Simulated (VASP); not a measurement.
## Pb: relaxation of cell and atoms with PBE

Pb:

```
Pb
1.0
     3.13925    0.00000    0.00000
     0.00000    3.13925    0.00000
     0.00000    0.00000    3.13925
Pb
1
Direct
  0.00000 0.00000 0.00000
```

```yaml
Program: VASP 6.6.1
Task: relaxation of cell and atoms
Functional: PBE
Potentials_or_basis: VASP PAW PBE potentials, release 64 (Pb_d)
Cutoff: 600 eV
k_mesh: 12 × 12 × 12
Occupations: fermi-dirac, width 0.1 eV
Spin: no spin polarisation
Target_pressure: 4.9 GPa
Dipole_correction: no
Further_INCAR_settings: ALGO = Normal; EDIFF = 1e-07; IBRION = 2; EDIFFG = -0.005; NSW = 60; ISIF = 3
```

| Quantity | Value |
| --- | --- |
| Relaxed volume | 31.00 Å³/atom |
| Relaxed cell | a = 3.141 Å, b = 3.141 Å, c = 3.141 Å, α = 90.00°, β = 90.00°, γ = 90.00° |
| Space group after relaxing (to 0.05 Å) | Pm-3m (No. 221) |
| Energy change on relaxing (the enthalpy is what falls) | -2.0 meV/atom |
| Ionic steps | 3 |
| Pressure after relaxing | 4.9 GPa |
| Band gap on the k mesh | zero (band 7 reaches 12.04 eV, above the bottom of band 8 at 4.79 eV) |

The path:
```tsv
step	energy change (eV)	largest force (eV/Å)	pressure (GPa)	volume (Å³)
1	0.0000	0.0000	5.03	30.94
2	-0.0035	0.0000	4.82	31.05
3	-0.0020	0.0000	4.90	31.00
```

Final structure:
```
Pb
1.0
     3.14143    0.00000    0.00000
     0.00000    3.14143    0.00000
     0.00000    0.00000    3.14143
Pb
1
Direct
  0.00000 0.00000 0.00000
```

Levels at points of the mesh, in eV from the Fermi level:
| k point | band 4 | band 5 | band 6 | band 7 | band 8 | band 9 | band 10 | band 11 |
| --- | --- | --- | --- | --- | --- | --- | --- | --- |
| (0.00, 0.00, 0.00) | -16.68 | -16.68 | -11.79 | 5.20 | 5.20 | 5.20 | 8.38 | 9.72 |
| (0.50, 0.00, 0.00) | -16.87 | -16.66 | -9.03 | -4.40 | 7.78 | 7.78 | 10.92 | 11.04 |
| (0.50, 0.50, 0.00) | -16.85 | -16.45 | -6.36 | -2.05 | -2.05 | 3.45 | 10.72 | 13.16 |
| (0.50, 0.50, 0.50) | -16.43 | -16.43 | -3.60 | 0.22 | 0.22 | 0.22 | 6.56 | 6.56 |

Wall time 24 s on 1 thread of Intel(R) Xeon(R) 6975P-C (Granite Rapids) (shared host), peak memory 0.18 GiB.

Caveat: the cell is relaxed towards a set pressure, so the enthalpy falls and the energy may rise; spin-orbit coupling is left out, which moves the levels of the heavy elements.
